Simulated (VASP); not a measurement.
A run of VASP 6.6.1 is set up as follows.

Contents of INCAR:

```
PREC = Accurate ; ENCUT = 600
EDIFF = 1E-6 ; ISMEAR = -1
SIGMA = 0.05 ; LREAL = False
LASPH = True ; NELM = 200
ALGO = Normal ; ISIF = 2
LWAVE = False ; LCHARG = False
LMAXMIX = 4 ; LDAU = True
LDAUTYPE = 2 ; LDAUL = -1 2 -1
LDAUU = 0 1 0 ; LDAUJ = 0 0 0
LDAUPRINT = 1 ; GGA = CA
NBANDS = 51 ; GGA_COMPAT = False
KPAR = 4
```

KPOINTS

```
Automatic mesh
0
Gamma
  7 5 5
```

Contents of POSCAR:

```
BaTiO3
1.0
    0.0011919404     -0.0016256447     -3.9432961462
    3.9401396320      3.9452045292      0.0003014652
    3.9435894309     -3.9484312700     -0.0034445031
Ba Ti O
2 2 6
Direct
    1.0038819135     -0.0002672906      0.0039917696
    1.0038843340      0.4997249253      0.5039926781
    0.5109684506      0.4993071549      1.0112550583
    0.5109652852      0.9993061269      0.5112544857
    0.9927522658      0.5002095545      0.9960812760
   -0.0072483986      1.0002069493      0.4960818281
    0.4962648697      0.2521563029      0.2442305175
    0.4962633959      0.7521576611      0.7442301826
    0.4961347516      0.2485996803      0.7444413230
    0.4961331324      0.7485989353      0.2444408712
```

Potentials or basis: VASP PAW LDA potentials, release 64 (Ba_sv, Ti_sv, O).

The run is started by

```console
$ cat potpaw_LDA.64/Ba_sv/POTCAR potpaw_LDA.64/Ti_sv/POTCAR potpaw_LDA.64/O/POTCAR > POTCAR
$ mpirun -np 4 vasp_std > vasp.out
```

Task: Predict the pressure.

Result: 2.9 GPa.

Task: What does it give for the band gap on the k mesh?

Result: 2.09 eV.

Task: Estimate the largest force.

Result: 0.174 eV/Å.

Forces in eV/Å, atoms in the order of the input:
```
Ba  -0.016  0.018  0.017
Ba  -0.016  0.018  0.017
Ti  -0.095  0.108  0.099
Ti  -0.095  0.108  0.099
O    0.006 -0.007 -0.103
O    0.006 -0.007 -0.103
O    0.006 -0.111 -0.007
O    0.006 -0.112 -0.007
O    0.098 -0.007 -0.007
O    0.098 -0.007 -0.007
```

Caveat: spin-orbit coupling is left out, which moves the levels of the heavy elements. A k mesh can miss the band edges.
